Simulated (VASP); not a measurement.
ZnS:

```xyz
8
Lattice="3.8227 0.0000 0.0000 -1.9114 3.3106 0.0000 0.0000 0.0000 12.5200" Properties=species:S:1:pos:R:3 pbc="T T T"
Zn    1.9114    1.1035    9.3900
Zn    0.0000    2.2070    3.1300
Zn    0.0000    0.0000    6.2600
Zn    0.0000    0.0000    0.0000
S     1.9114    1.1035   11.7375
S     0.0000    2.2070    5.4775
S     0.0000    0.0000    8.6075
S     0.0000    0.0000    2.3475
```

| Property | Result |
| --- | --- |
| Program | VASP 6.6.1 |
| Task | relaxation of cell and atoms |
| Functional | RPBE |
| Potentials or basis | VASP PAW PBE potentials, release 64 (Zn, S) |
| Cutoff | 600 eV |
| k mesh | 8 × 8 × 3 |
| Occupations | fermi-dirac, width 0.05 eV |
| Spin | no spin polarisation |

At the start: pressure 4.3 GPa; volume 19.81 Å³/atom.

**Question.** How do energy, volume and symmetry change on relaxing?

**Answer.** Over 6 steps the energy falls by 14.0 meV/atom and the volume is 20.97 Å³/atom (+5.9 %); space group P6_3mc (No. 186, to 0.1 Å) before and after.

The path:
| step | energy change (eV) | largest force (eV/Å) | pressure (GPa) | volume (Å³) |
| --- | --- | --- | --- | --- |
| 1 | 0.0000 | 0.0438 | 4.28 | 158.44 |
| 2 | -0.1016 | 0.0130 | -1.08 | 170.89 |
| 3 | -0.1121 | 0.0129 | 0.08 | 167.59 |
| 4 | -0.1122 | 0.0130 | 0.00 | 167.83 |
| 5 | -0.1121 | 0.0130 | -0.07 | 168.02 |
| 6 | -0.1122 | 0.0076 | 0.01 | 167.80 |

Final structure:
```xyz
8
Lattice="3.8977 0.0000 0.0000 -1.9489 3.3755 0.0000 0.0000 0.0000 12.7537" Properties=species:S:1:pos:R:3 pbc="T T T"
Zn    1.9489    1.1252    9.5656
Zn    0.0000    2.2504    3.1888
Zn    0.0000    0.0000    6.3775
Zn    0.0000    0.0000    0.0007
S     1.9489    1.1252   11.9576
S     0.0000    2.2504    5.5808
S     0.0000    0.0000    8.7660
S     0.0000    0.0000    2.3892
```

Caveat: the PAW data sets were made with another functional, which shifts forces and pressure a little.
